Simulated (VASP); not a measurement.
Wanted: the native input for a VASP 6.6.1 run.

```
Task                   : single point
Functional             : LDA
Potentials or basis    : VASP PAW LDA potentials, release 64 (Pd)
Cutoff                 : 520 eV
k mesh                 : 13 × 10 × 1
Occupations            : fermi-dirac, width 0.1 eV
Spin                   : no spin polarisation
Dipole correction      : yes
Further INCAR settings : ALGO = Normal; EDIFF = 1e-06; NBANDS = 33
```

The structure of Pd lies in POSCAR:

```
Pd
1.0
    2.7166425920      0.0000000000      0.0000000000
    0.0000000000      3.8419127978      0.0000000000
    0.0000000000      0.0000000000     21.4333000000
Pd
5
Direct
    0.0000000000      0.0000000000      0.3776632541
    0.5000000000      0.5000000000      0.4346504698
    0.0000000000      0.0000000000      0.5000000004
    0.5000000000      0.5000000000      0.5653495296
    0.0000000000      0.0000000000      0.6223367461
```

These files were run (other wordings do the same):

INCAR

```
PREC = Accurate
ENCUT = 520
EDIFF = 1E-6
ISMEAR = -1
SIGMA = 0.1
LREAL = F
LASPH = T
NELM = 100
ALGO = Normal
ISIF = 2
LWAVE = F
LCHARG = F
LDIPOL = T
IDIPOL = 3
DIPOL = 0.5 0.5 0.500
GGA = CA
NBANDS = 33
```

KPOINTS

```
regular mesh
0
Gamma
  13 10 1
```

Potentials or basis: VASP PAW LDA potentials, release 64 (Pd).

Run with:

```console
$ cat potpaw_LDA.64/Pd/POTCAR > POTCAR
$ mpirun -np 1 vasp_std > vasp.out
```

Results of the run:

| Property | Result |
| --- | --- |
| Largest force | 0.011 eV/Å |
| Band gap on the k mesh | zero (band 25 reaches 0.06 eV, above the bottom of band 26 at -0.45 eV) |

It took 9.9 min on 1 thread of Oxide Virtual Turin-like Processor, on a shared host, peak memory 0.34 GiB.
